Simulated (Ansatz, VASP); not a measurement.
Hf5H: VASP beside Ansatz

INCAR

```
PREC = Accurate
ENCUT = 520
EDIFF = 1E-6
ISMEAR = 0
SIGMA = 0.1
LREAL = False
LASPH = True
NELM = 100
ALGO = Normal
ISIF = 2
LWAVE = False
LCHARG = True
LDIPOL = True
IDIPOL = 3
DIPOL = 0.5 0.5 0.319
GGA = PE
IVDW = 12
LELF = True
LVHAR = True
LVACPOTAV = True
NBANDS = 34
```

KPOINTS

```
regular mesh
0
Gamma
  6 6 1
```

The input POSCAR:

```
Hf5H
1.0
    4.9564149667      0.0000000000      0.0000000000
   -2.4782074834      4.2923812729      0.0000000000
    0.0000000000      0.0000000000     21.1328376004
Hf H
5 1
Direct
    0.6666666667      0.3333333333      0.1892788879
    0.3333333333      0.6666666667      0.2371533849
    0.0000000000      0.0000000000      0.2763383880
    0.6666666667      0.3333333333      0.3164267596
    0.3333333333      0.6666666667      0.3706476976
    0.4444444444      0.8888888889      0.5268027802
```

Input for Ansatz:

```yaml
crystal:
  lattice:
    - [4.9564149667, 0.0, 0.0]
    - [-2.4782074834, 4.2923812729, 0.0]
    - [0.0, 0.0, 21.1328376004]
  atoms:
    - { symbol: Hf, position: [0.6666666667, 0.3333333333, 0.1892788879] }
    - { symbol: Hf, position: [0.3333333333, 0.6666666667, 0.2371533849] }
    - { symbol: Hf, position: [0.0, 0.0, 0.276338388] }
    - { symbol: Hf, position: [0.6666666667, 0.3333333333, 0.3164267596] }
    - { symbol: Hf, position: [0.3333333333, 0.6666666667, 0.3706476976] }
    - { symbol: H, position: [0.4444444444, 0.8888888889, 0.5268027802] }
basis:
  ecutwfc: 420
kpoints:
  mp_grid: { grid: [6, 6, 1] }
hamiltonian:
  xc: pbe
  dispersion: d3bj
scf:
  occupations: { method: gaussian, width: 0.1 }
output:
  forces: true
  eigenvalues: true
  write_density: true
  write_potential: true
  elf: true
  volumetric_format: npy
efield:
  axis: 3
  dipole_correction: true
  ramp_width: 0.04
```

Alike in both runs: task single point; functional PBE; dispersion D3(BJ); k mesh 6 × 6 × 1; occupations gaussian, width 0.1 eV; no spin polarisation.

|  | VASP | Ansatz |
| --- | --- | --- |
| version | VASP 6.6.1 | Ansatz 0.2.0 |
| potentials or method | VASP PAW PBE potentials, release 64 (Hf_pv, H), cutoff 520 eV | scalar-relativistic, plane waves, PAW |
| valence electrons in the cell | 51 | 131 |

```csv
,VASP,Ansatz,Ansatz less VASP
gap on the k mesh at the Fermi level (eV),none,none,-
rms of the force components (eV/Å),0.471,0.482,+0.0114
"work function, face that differs most (eV)",6.59,6.59,+0.002
```

Atom by atom the forces differ by 0.033 eV/Å (rms over components). A gap of «none» marks a metal or a gap that the smearing closes. VASP's potentials hold 51 valence electrons a cell and Ansatz's 131, so a difference there can come from the potentials and not from the codes. Ansatz's warnings: xc potential rough in thin density.

Neither program's run includes spin-orbit coupling.
